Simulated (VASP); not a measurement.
Ta4H3:

```
Ta H
1.0
     4.46387    0.00000    0.00000
    -2.23193    3.86582    0.00000
     0.00000    0.00000    6.33186
Ta H
4 3
Cartesian
  0.0000 2.5772 5.1080
  0.0000 2.5772 1.2239
  2.2319 1.2886 1.2239
  2.2319 1.2886 5.1080
  0.0000 0.0000 0.9223
  0.0000 0.0000 5.4096
  0.0000 0.0000 0.0000
```

- Program: VASP 6.6.1
- Task: relaxation of cell and atoms
- Functional: PBE
- Potentials or basis: VASP PAW PBE potentials, release 64 (Ta_pv, H)
- Cutoff: 600 eV
- k mesh: 4 × 4 × 3
- Occupations: gaussian, width 0.2 eV
- Spin: no spin polarisation

At the start: pressure 13.9 GPa; volume 15.61 Å³/atom.

Task: How do energy, volume and symmetry change on relaxing?

Result: Over 16 steps the energy falls by 459.4 meV/atom and the volume is 14.40 Å³/atom (-7.7 %); space group P6/mmm (No. 191, to 0.05 Å).

The path:
```tsv
step	energy change (eV)	largest force (eV/Å)	pressure (GPa)	volume (Å³)
1	0.0000	3.3374	13.86	109.27
2	-0.5099	0.3597	-12.04	132.05
3	-1.0395	0.6101	-3.91	121.19
4	-1.5911	0.9671	-5.01	118.07
5	-2.6264	1.4288	-1.17	107.51
6	-2.8190	0.8941	-0.16	105.30
7	-2.8200	0.8746	0.00	105.13
8	-2.9999	0.5761	-1.28	105.00
9	-3.1664	0.1566	-3.01	104.63
10	-3.1760	0.0810	-3.29	104.50
11	-3.2088	0.1009	-1.16	102.19
12	-3.2129	0.1154	-0.11	101.14
13	-3.2129	0.1164	-0.08	101.07
14	-3.2129	0.1182	0.09	100.94
15	-3.2143	0.1056	0.14	100.90
16	-3.2158	0.0750	0.28	100.80
```

Final structure:
```xyz
7
Lattice="4.5908 0.0000 0.0000 -2.2954 3.9757 0.0000 0.0000 0.0000 5.5229" Properties=species:S:1:pos:R:3 pbc="T T T"
Ta    0.0000    2.6505    4.1329
Ta    0.0000    2.6505    1.3900
Ta    2.2954    1.3252    1.3900
Ta    2.2954    1.3252    4.1329
H     0.0000    0.0000    1.0988
H     0.0000    0.0000    4.4242
H     2.2954    3.9757    0.0000
```

Caveat: the k points lie up to 0.40 Å⁻¹ apart in the final cell; the relaxation stopped at a loose force limit of 0.08 eV/Å, so its end isn't a converged minimum.
